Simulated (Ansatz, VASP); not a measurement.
# Two plane-wave programs on LaPd3S4

```
La Pd S
1.0
     6.62753    0.00000    0.00000
     0.00000    6.62753    0.00000
     0.00000    0.00000    6.62753
La Pd S
2 6 8
Direct
  0.50000 0.50000 0.50000
  0.00000 0.00000 0.00000
  0.75000 0.00000 0.50000
  0.50000 0.75000 0.00000
  0.00000 0.50000 0.75000
  0.00000 0.50000 0.25000
  0.25000 0.00000 0.50000
  0.50000 0.25000 0.00000
  0.75000 0.25000 0.25000
  0.25000 0.25000 0.75000
  0.25000 0.75000 0.25000
  0.75000 0.75000 0.75000
  0.25000 0.75000 0.75000
  0.75000 0.75000 0.25000
  0.25000 0.25000 0.25000
  0.75000 0.25000 0.75000
```

Alike in both runs: functional LDA; k mesh 6 × 6 × 6; occupations gaussian, width 0.1 eV; no spin polarisation.

Ansatz relaxed the structure, and its values are those at the end. VASP's run is a single point on that final structure, the one shown.

```csv
,VASP,Ansatz
version,VASP 6.6.1,Ansatz 0.2.0
potentials or method,"VASP PAW LDA potentials, release 64 (La, Pd, S), cutoff 520 eV","scalar-relativistic, plane waves, PAW"
valence electrons in the cell,130,178
```

```tsv
	VASP	Ansatz	Ansatz less VASP
gap on the k mesh at the Fermi level (eV)	none	none	-
pressure (GPa)	0.0	0.0	-0.03
```

LDA's correlation is that of Perdew and Zunger in VASP and of Perdew and Wang (1992) in Ansatz. A gap of «none» marks a metal or a gap that the smearing closes. VASP's potentials hold 130 valence electrons a cell and Ansatz's 178, so a difference there can come from the potentials and not from the codes.

Neither program's run includes spin-orbit coupling.
